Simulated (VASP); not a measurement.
Here is a VASP 6.6.1 calculation.

POSCAR

```
Re
1.0
    0.0000000000      2.6750000000      2.6750000000
    2.6750000000      0.0000000000      2.6750000000
    2.6750000000      2.6750000000      0.0000000000
Re
2
Direct
    0.0000000000      0.0000000000      0.0000000000
    0.2500000000      0.2500000000      0.2500000000
```

INCAR.step1

```
SYSTEM = Re
PREC     = Accurate       ! precision mode
ENCUT    = 600            ! plane-wave cutoff, eV
ISMEAR   = -1             ! smearing method
SIGMA    = 0.05           ! smearing width, eV
LREAL    = .False.        ! projectors in reciprocal space
LASPH    = .True.         ! aspherical terms in the spheres
NELM     = 100            ! most SCF steps
GGA      = PE             ! functional
ALGO     = Normal         ! electronic algorithm
EDIFF    = 1E-4           ! SCF threshold, eV
LWAVE    = .True.         ! write WAVECAR
LCHARG   = .False.        ! write CHGCAR
```

File INCAR.step2:

```
SYSTEM = Re
PREC     = Accurate       ! precision mode
ENCUT    = 600            ! plane-wave cutoff, eV
EDIFF    = 1E-6           ! SCF threshold, eV
ISMEAR   = -1             ! smearing method
SIGMA    = 0.05           ! smearing width, eV
LREAL    = .False.        ! projectors in reciprocal space
LASPH    = .True.         ! aspherical terms in the spheres
NELM     = 100            ! most SCF steps
ALGO     = Normal         ! electronic algorithm
ISIF     = 3              ! what is computed and relaxed
LWAVE    = .False.        ! write WAVECAR
LCHARG   = .False.        ! write CHGCAR
METAGGA  = R2SCAN         ! meta-GGA
LMIXTAU  = .True.       
IBRION   = 2              ! ionic algorithm
NSW      = 60             ! ionic steps
EDIFFG   = -0.02          ! ionic threshold
ISTART   = 1
```

File KPOINTS:

```
Automatic mesh
0
Gamma
  6 6 6
  0 0 0
```

Potentials or basis: VASP PAW PBE potentials, release 64 (Re).

Command:

```sh
$ cat potpaw_PBE.64/Re/POTCAR > POTCAR
$ cp INCAR.step1 INCAR
$ mpirun -np 1 vasp_std > vasp.out
$ cp INCAR.step2 INCAR
$ mpirun -np 1 vasp_std > vasp.out
```

(1) Estimate the relaxed volume.

(2) Estimate the relaxed cell.

## Answers

(1) 21.92 Å³/atom.

(2) a = 3.958 Å, b = 3.958 Å, c = 3.958 Å, α = 60.00°, β = 60.00°, γ = 60.00°.

Caveat: the PAW data sets were made with another functional, which shifts forces and pressure a little.
